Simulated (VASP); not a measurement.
A run of VASP 6.6.1 is set up as follows.

File INCAR:

```
PREC     = Accurate       # precision mode
ENCUT    = 520            # plane-wave cutoff, eV
EDIFF    = 1E-7           # SCF threshold, eV
ISMEAR   = 0              # smearing method
SIGMA    = 0.1            # smearing width, eV
LREAL    = F              # projectors in reciprocal space
LASPH    = T              # aspherical terms in the spheres
NELM     = 100            # most SCF steps
ALGO     = Normal         # electronic algorithm
ISIF     = 2              # what is computed and relaxed
LWAVE    = F              # write WAVECAR
LCHARG   = F              # write CHGCAR
GGA      = PS             # functional
NBANDS   = 10             # bands
```

File KPOINTS:

```
Automatic mesh
0
Gamma
  6 6 6
```

Contents of POSCAR:

```
Cs
1.0
    0.0000000000      3.9483357400      3.9483357400
    3.9483357400      0.0000000000      3.9483357400
    3.9483357400      3.9483357400      0.0000000000
Cs
1
Direct
    0.0000000000      0.0000000000      0.0000000000
```

Potentials or basis: VASP PAW PBE potentials, release 64 (Cs_sv).

Run with:

```sh
$ cat potpaw_PBE.64/Cs_sv/POTCAR > POTCAR
$ mpirun -np 1 vasp_std > vasp.out
```

(1) Predict the pressure.

(2) What does it give for the band gap on the k mesh?

## Answers

(1) -0.2 GPa.

(2) zero (an odd number of electrons rules out a gap without spin polarisation).

Caveat: the PAW data sets were made with another functional, which shifts forces and pressure a little; spin-orbit coupling is left out, which moves the levels of the heavy elements.
